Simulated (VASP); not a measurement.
# KI in VASP: a series of runs, part 2 of 2

VASP 6.6.1. Earlier steps stand in the parts before.

## Step 4: Single point, r2SCAN

POSCAR reads:

```
KI
1.0
    6.0888820102      0.0000000000      0.0000000000
   -3.0444410051      5.2731265014      0.0000000000
    0.0000000000      0.0000000000      7.1196570644
K I
2 2
Direct
    0.3333333333      0.6666666667      0.9365674650
    0.6666666667      0.3333333333      0.4365674650
    0.3333333333      0.6666666667      0.4365674650
    0.6666666667      0.3333333333      0.9365674650
```

INCAR.step1 reads:

```
SYSTEM = KI
  ALGO = Normal
  EDIFF = 1E-4
  ENCUT = 520
  GGA = PE
  ISMEAR = 0
  LASPH = .True.
  LCHARG = .False.
  LREAL = .False.
  LWAVE = .True.
  NBANDS = 24
  NELM = 80
  PREC = Accurate
  SIGMA = 0.02
```

INCAR.step2 reads:

```
SYSTEM = KI
  ALGO = Normal
  EDIFF = 1E-6
  ENCUT = 520
  ISIF = 2
  ISMEAR = 0
  ISTART = 1
  LASPH = .True.
  LCHARG = .False.
  LMIXTAU = .True.
  LREAL = .False.
  LWAVE = .False.
  METAGGA = R2SCAN
  NBANDS = 24
  NELM = 80
  PREC = Accurate
  SIGMA = 0.02
```

KPOINTS reads:

```
k-points
0
Gamma
  6 6 4
  0 0 0
```

Potentials or basis: VASP PAW PBE potentials, release 64 (K_sv, I).

On the command line:

```bash
> cat potpaw_PBE.64/K_sv/POTCAR potpaw_PBE.64/I/POTCAR > POTCAR
> cp INCAR.step1 INCAR
> mpirun -np 1 vasp_std > vasp.out
> cp INCAR.step2 INCAR
> mpirun -np 1 vasp_std > vasp.out
```

OUTCAR:

```text
SYSTEM = KI
   EDIFF = 1E-6
   ENCUT = 520
   ISIF = 2
   ISMEAR = 0
   ISTART = 1
   LASPH = .True.
   LREAL = .False.
   METAGGA = R2SCAN
   NELM = 80
   PREC = Accurate

 ion  position               nearest neighbor table
   1  0.333  0.667  0.937-   4 3.52   4 3.52   4 3.52   3 3.56   3 3.56
   2  0.667  0.333  0.437-   3 3.52   3 3.52   3 3.52   4 3.56   4 3.56
   3  0.333  0.667  0.437-   2 3.52   2 3.52   2 3.52   1 3.56   1 3.56
   4  0.667  0.333  0.937-   1 3.52   1 3.52   1 3.52   2 3.56   2 3.56

  LATTYP: Found a hexagonal cell.
 ALAT       =     6.0888820102
 C/A-ratio  =     1.1692880651

  Lattice vectors:

 A1 = (   6.0888820102,   0.0000000000,   0.0000000000)
 A2 = (  -3.0444410051,   5.2731265014,   0.0000000000)
 A3 = (   0.0000000000,   0.0000000000,   7.1196570644)

Analysis of symmetry for initial positions (statically):
=====================================================================
 Subroutine PRICEL returns:
 Original cell was already a primitive cell.

 Routine SETGRP: Setting up the symmetry group for a
 hexagonal supercell.

 Subroutine GETGRP returns: Found 24 space group operations
 (whereof  6 operations were pure point group operations)
 out of a pool of 24 trial point group operations.

The static configuration has the point symmetry C_3v.
 The point group associated with its full space group is D_6h.

Analysis of symmetry for dynamics (positions and initial velocities):
=====================================================================
 Subroutine PRICEL returns:
 Original cell was already a primitive cell.

 Routine SETGRP: Setting up the symmetry group for a
 hexagonal supercell.

 Subroutine GETGRP returns: Found 24 space group operations
[... 118 lines left out ...]
   EFERMI =   0.00;   METHOD = LEGACY
   ISMEAR =     0;   SIGMA  =   0.02  broadening in eV -4-tet -1-fermi 0-gaus
   EFERMI_NEDOS =   21; number of points for ismear=-14 and -15
   IALGO  =     38    algorithm
   IMIX   =      4    mixing-type and parameters
     AMIX     =   0.40;   BMIX     =  1.00
     AMIX_MAG =   1.60;   BMIX_MAG =  1.00
  volume/ion in A,a.u.               =      57.15       385.66
  Fermi-wavevector in a.u.,A,eV,Ry     =   0.850034  1.606332  9.831007  0.722559
  Thomas-Fermi vector in A             =   1.965949
   LORBIT       =      0    0 simple, 1 ext, 2 COOP (PROOUT), +10 PAW based schemes
   METAGGA = R2SCAN    functional components
   LHFCALC =     F    Hartree Fock is set to
   AEXX    =    0.0000 exact exchange contribution
   IVDW    =     0    specifies the selected vdW correction
   LEPSILON=     F    determine dielectric tensor
   LRPA    =     F    only Hartree local field effects (RPA)
 non-spin polarized calculation
 Gauss-broadening in eV      SIGMA  =   0.02
  energy-cutoff  :      520.00
  volume of cell :      228.59
 maximum number of plane-waves:      6207
 NGX is ok and might be reduce to    48
   NGX = 23   NGY = 23   NGZ = 27

 number of electron      32.0000001 magnetization

 Free energy of the ion-electron system (eV)
  ---------------------------------------------------
  ext. energy  EPLUGINS =         0.00000000
  ---------------------------------------------------
  free energy    TOTEN  =       -67.69910829 eV

  energy without entropy =      -67.69910829  energy(sigma->0) =      -67.69910829

 E-fermi :  -1.8245     XC(G=0):  -6.2958

 val. band max:       -1.9111083222   @ k =   0.0000   0.0000   0.0000
 cond. band min:       2.4072883353   @ k =   0.0000   0.0000   0.0000
 fundamental gap:      4.3183966576
 Fermi energy:        -1.8244519363

 k-point     1 :       0.0000    0.0000    0.0000
  band No.  band energies     occupation
      1     -31.7666      2.00000
      2     -31.7647      2.00000
      3     -14.4983      2.00000
      4     -14.4983      2.00000
      5     -14.4972      2.00000
      6     -14.4856      2.00000
[... 556 lines left out ...]
     23       6.3467      0.00000
     24       6.3467      0.00000

------------------------ aborting loop because EDIFF is reached ----------------------------------------

  FORCE on cell =-STRESS in cart. coord.  units (eV):
  Direction    XX          YY          ZZ          XY          YZ          ZX
  --------------------------------------------------------------------------------------
  -------------------------------------------------------------------------------------
  Total       -0.2920553     -0.2920553     -0.4459810      0.0000000      0.0000000      0.0000000
  in kB       -2.0469668     -2.0469668     -3.1258069      0.0000000      0.0000000      0.0000000
  external PRESSURE =      -2.4065802 kB  Pullay stress =       0.0000000 kB

 VOLUME and BASIS-vectors are now :
 -----------------------------------------------------------------------------
  energy-cutoff  :      520.00
  volume of cell :      228.59
      direct lattice vectors                 reciprocal lattice vectors
     6.088882010  0.000000000  0.000000000     0.164233762  0.094820407  0.000000000
    -3.044441005  5.273126501  0.000000000     0.000000000  0.189640814  0.000000000
     0.000000000  0.000000000  7.119657064     0.000000000  0.000000000  0.140456203

 POSITION                                       TOTAL-FORCE (eV/Angst)
 -----------------------------------------------------------------------------------
     -0.00000      3.51542      6.66804        -0.000000      0.000000     -0.000000
      3.04444      1.75771      3.10821         0.000000      0.000000     -0.000000
     -0.00000      3.51542      3.10821        -0.000000      0.000000      0.000000
      3.04444      1.75771      6.66804         0.000000     -0.000000      0.000000
 -----------------------------------------------------------------------------------
    total drift:                               -0.000000      0.000000      0.000011

  FREE ENERGIE OF THE ION-ELECTRON SYSTEM (eV)
  ---------------------------------------------------
  free  energy   TOTEN  =       -67.6991082896 eV

  energy  without entropy=      -67.6991082896  energy(sigma->0) =      -67.69910829
```

OUTCAR.step1:

```text
SYSTEM = KI
   EDIFF = 1E-4
   ENCUT = 520
   GGA = PE
   ISMEAR = 0
   LASPH = .True.
   LREAL = .False.
   NELM = 80
[... 791 lines left out ...]
      3.04444      1.75771      3.10821        -0.000000      0.000000      0.000000
     -0.00000      3.51542      3.10821         0.000000     -0.000000      0.000000
      3.04444      1.75771      6.66804        -0.000000      0.000000     -0.000000
 -----------------------------------------------------------------------------------
    total drift:                               -0.000000      0.000000      0.000004

  FREE ENERGIE OF THE ION-ELECTRON SYSTEM (eV)
  ---------------------------------------------------
  free  energy   TOTEN  =       -10.9715691915 eV

  energy  without entropy=      -10.9715691915  energy(sigma->0) =      -10.97156919
```

OSZICAR.step1:

```text
N       E                     dE             d eps       ncg     rms          rms(c)
DAV:   1     0.217052649558E+03    0.21705E+03   -0.12694E+04  1008   0.107E+03
DAV:   2     0.910048452794E+01   -0.20795E+03   -0.19827E+03  1240   0.266E+02
DAV:   3    -0.105857706701E+02   -0.19686E+02   -0.19616E+02  1664   0.684E+01
DAV:   4    -0.112390808891E+02   -0.65331E+00   -0.65192E+00  1520   0.135E+01
DAV:   5    -0.112700036080E+02   -0.30923E-01   -0.30922E-01  1560   0.193E+00    0.399E+00
DAV:   6    -0.109816900016E+02    0.28831E+00   -0.35153E-01  1392   0.253E+00    0.287E+00
DAV:   7    -0.109421568709E+02    0.39533E-01   -0.43875E-01  1312   0.241E+00    0.123E+00
DAV:   8    -0.109661909070E+02   -0.24034E-01   -0.56131E-02  1296   0.108E+00    0.207E-01
DAV:   9    -0.109675133449E+02   -0.13224E-02   -0.26763E-03  1224   0.200E-01    0.131E-01
DAV:  10    -0.109711832784E+02   -0.36699E-02   -0.25793E-03  1056   0.225E-01    0.661E-02
DAV:  11    -0.109715015646E+02   -0.31829E-03   -0.22431E-04  1024   0.772E-02    0.229E-02
DAV:  12    -0.109715691915E+02   -0.67627E-04   -0.74601E-05   920   0.564E-02
   1 F= -.10971569E+02 E0= -.10971569E+02  d E =-.469669E-11
```

Wall time 6.9 min (1 thread of Oxide Virtual Turin-like, shared host); peak memory 0.4 GiB.

Results:

```yaml
Free_energy: -67.6991 eV
Pressure: -0.2 GPa
Band_gap_on_the_k_mesh: 4.32 eV
```

Levels at points of the mesh, in eV from the valence-band top:
| k point | band 13 | band 14 | band 15 | band 16 | band 17 | band 18 | band 19 | band 20 |
| --- | --- | --- | --- | --- | --- | --- | --- | --- |
| (0.00, 0.00, 0.00) | -0.52 | -0.27 | -0.27 | 0.00 | 4.32 | 6.43 | 6.95 | 6.95 |
| (0.50, 0.00, 0.00) | -0.55 | -0.47 | -0.29 | -0.16 | 5.78 | 6.22 | 6.31 | 6.41 |
| (0.00, 0.00, 0.50) | -0.41 | -0.41 | -0.41 | -0.41 | 5.45 | 5.45 | 7.52 | 7.52 |
| (0.50, 0.00, 0.50) | -0.39 | -0.39 | -0.25 | -0.25 | 5.91 | 5.91 | 7.69 | 7.69 |

Caveat: the PAW data sets were made with another functional, which shifts forces and pressure a little; spin-orbit coupling is left out, which moves the levels of the heavy elements.

## Step 5: Relaxation of cell and atoms, PBE

INCAR reads:

```
SYSTEM = KI
PREC = Accurate
ENCUT = 600
EDIFF = 1E-7
ISMEAR = 0
SIGMA = 0.01
LREAL = .False.
LASPH = .True.
NELM = 80
ALGO = Normal
ISIF = 3
LWAVE = .False.
LCHARG = .False.
GGA = PE
IBRION = 2
NSW = 80
EDIFFG = -0.001
```

KPOINTS reads:

```
Automatic mesh
0
Gamma
  6 6 4
  0 0 0
```

POSCAR is that of step 4.

Potentials or basis: VASP PAW PBE potentials, release 64 (K_sv, I).

On the command line:

```bash
> cat potpaw_PBE.64/K_sv/POTCAR potpaw_PBE.64/I/POTCAR > POTCAR
> mpirun -np 1 vasp_std > vasp.out
```

OUTCAR:

```text
SYSTEM = KI
   PREC = Accurate
   ENCUT = 600
   EDIFF = 1E-7
   ISMEAR = 0
   LREAL = .False.
   LASPH = .True.
   NELM = 80
   ISIF = 3
   GGA = PE
   IBRION = 2
   NSW = 80
   EDIFFG = -0.001

 ion  position               nearest neighbor table
   1  0.333  0.667  0.937-   4 3.52   4 3.52   4 3.52   3 3.56   3 3.56
   2  0.667  0.333  0.437-   3 3.52   3 3.52   3 3.52   4 3.56   4 3.56
   3  0.333  0.667  0.437-   2 3.52   2 3.52   2 3.52   1 3.56   1 3.56
   4  0.667  0.333  0.937-   1 3.52   1 3.52   1 3.52   2 3.56   2 3.56

  LATTYP: Found a hexagonal cell.
 ALAT       =     6.0888820102
 C/A-ratio  =     1.1692880651

  Lattice vectors:

 A1 = (   6.0888820102,   0.0000000000,   0.0000000000)
 A2 = (  -3.0444410051,   5.2731265014,   0.0000000000)
 A3 = (   0.0000000000,   0.0000000000,   7.1196570644)

Analysis of symmetry for initial positions (statically):
=====================================================================
 Subroutine PRICEL returns:
 Original cell was already a primitive cell.

 Routine SETGRP: Setting up the symmetry group for a
 hexagonal supercell.

 Subroutine GETGRP returns: Found 24 space group operations
 (whereof  6 operations were pure point group operations)
[... 157 lines left out ...]

--------------------------------------- Ionic step        1  -------------------------------------------

 number of electron      32.0000001 magnetization

 Free energy of the ion-electron system (eV)
  ---------------------------------------------------
  ext. energy  EPLUGINS =         0.00000000
  ---------------------------------------------------
  free energy    TOTEN  =       -10.97189409 eV

  energy without entropy =      -10.97189409  energy(sigma->0) =      -10.97189409

------------------------ aborting loop because EDIFF is reached ----------------------------------------

  FORCE on cell =-STRESS in cart. coord.  units (eV):
  Direction    XX          YY          ZZ          XY          YZ          ZX
  --------------------------------------------------------------------------------------
  -------------------------------------------------------------------------------------
  Total        0.0384288      0.0384288      0.0258869      0.0000000      0.0000000      0.0000000
  in kB        0.2693408      0.2693408      0.1814369      0.0000000      0.0000000      0.0000000
  external PRESSURE =       0.2400395 kB  Pullay stress =       0.0000000 kB
[... 177 lines left out ...]
--------------------------------------- Ionic step        6  -------------------------------------------

 number of electron      32.0000001 magnetization

 Free energy of the ion-electron system (eV)
  ---------------------------------------------------
  ext. energy  EPLUGINS =         0.00000000
  ---------------------------------------------------
  free energy    TOTEN  =       -10.97194684 eV

  energy without entropy =      -10.97194684  energy(sigma->0) =      -10.97194684

 E-fermi :  -1.5354     XC(G=0):  -6.0333

 val. band max:       -1.5958197491   @ k =   0.0000   0.0000   0.0000
 cond. band min:       2.1508570889   @ k =   0.0000   0.0000   0.0000
 fundamental gap:      3.7466768381
 Fermi energy:        -1.5354088784

 k-point     1 :       0.0000    0.0000    0.0000
  band No.  band energies     occupation
      1     -30.2854      2.00000
      2     -30.2835      2.00000
      3     -13.7919      2.00000
      4     -13.7907      2.00000
      5     -13.7907      2.00000
      6     -13.7778      2.00000
[... 503 lines left out ...]
  FREE ENERGIE OF THE ION-ELECTRON SYSTEM (eV)
  ---------------------------------------------------
  free  energy   TOTEN  =       -10.9719468388 eV

  energy  without entropy=      -10.9719468388  energy(sigma->0) =      -10.97194684

 reached required accuracy - stopping structural energy minimisation
```

CONTCAR:

```text
KI
   1.00000000000000
     6.0966629210281083   -0.0000000000000000   -0.0000000000000000
    -3.0483314605140541    5.2798649678414193    0.0000000000000000
     0.0000000000000000    0.0000000000000000    7.1227546087474485
  K               I
     2     2
Direct
     0.3333333332999970    0.6666666667000030    0.9365674650000031
     0.6666666667000030    0.3333333332999970    0.4365674650000031
     0.3333333332999970    0.6666666667000030    0.4365674650000031
     0.6666666667000030    0.3333333332999970    0.9365674650000031

  0.00000000E+00  0.00000000E+00  0.00000000E+00
  0.00000000E+00  0.00000000E+00  0.00000000E+00
  0.00000000E+00  0.00000000E+00  0.00000000E+00
  0.00000000E+00  0.00000000E+00  0.00000000E+00
```

Wall time 6.8 min (1 thread of Oxide Virtual Turin-like, shared host); peak memory 0.44 GiB.

Results:

```yaml
Free_energy: -10.9719 eV
Relaxed_volume: 57.32 Å³/atom
Relaxed_cell: a = 6.097 Å, b = 6.097 Å, c = 7.123 Å, α = 90.00°, β = 90.00°, γ = 120.00°
Space_group_after_relaxing_to_0.1_Å: P6_3/mmc (No. 194)
Energy_gained_by_relaxing: 0.0 meV/atom
Ionic_steps: 6
Pressure_after_relaxing: 0.0 GPa
Band_gap_on_the_k_mesh: 3.75 eV
```

Final structure:
```
K I
1.0
     6.09666    0.00000    0.00000
    -3.04833    5.27986    0.00000
     0.00000    0.00000    7.12275
K I
2 2
Direct
  0.33333 0.66667 0.93657
  0.66667 0.33333 0.43657
  0.33333 0.66667 0.43657
  0.66667 0.33333 0.93657
```

Caveat: spin-orbit coupling is left out, which moves the levels of the heavy elements.

## Step 6: Summary

```tsv
task	level	cell	cutoff (eV)	smearing	gap on the mesh (eV)	pressure (GPa)
single point	PBE	a = 6.089, b = 6.089, c = 7.120 Å, angles 90.0, 90.0, 120.0°, 4 atoms	520	gaussian 0.02 eV	3.75	0.0
single point	PBE	a = 6.089, b = 6.089, c = 7.120 Å, angles 90.0, 90.0, 120.0°, 4 atoms	520	gaussian 0.01 eV	3.75	0.0
single point	r2SCAN	a = 6.089, b = 6.089, c = 7.120 Å, angles 90.0, 90.0, 120.0°, 4 atoms	520	gaussian 0.02 eV	4.32	-0.2
relaxation of cell and atoms	PBE	relaxed from a = 6.089, b = 6.089, c = 7.120 Å, angles 90.0, 90.0, 120.0°, 4 atoms	600	gaussian 0.01 eV	3.75	0.0
```

Alike in all rows: potentials or basis VASP PAW PBE potentials, release 64 (K_sv, I); no spin polarisation; k mesh 6 × 6 × 4.

On the cell as given the gap runs from 3.75 eV (PBE) to 4.32 eV (r2SCAN).

Caveats: spin-orbit coupling is left out, which moves the levels of the heavy elements; the PAW data sets were made with another functional, which shifts forces and pressure a little (at least some runs).

Absolute energies hang on the potentials; compare differences alone.
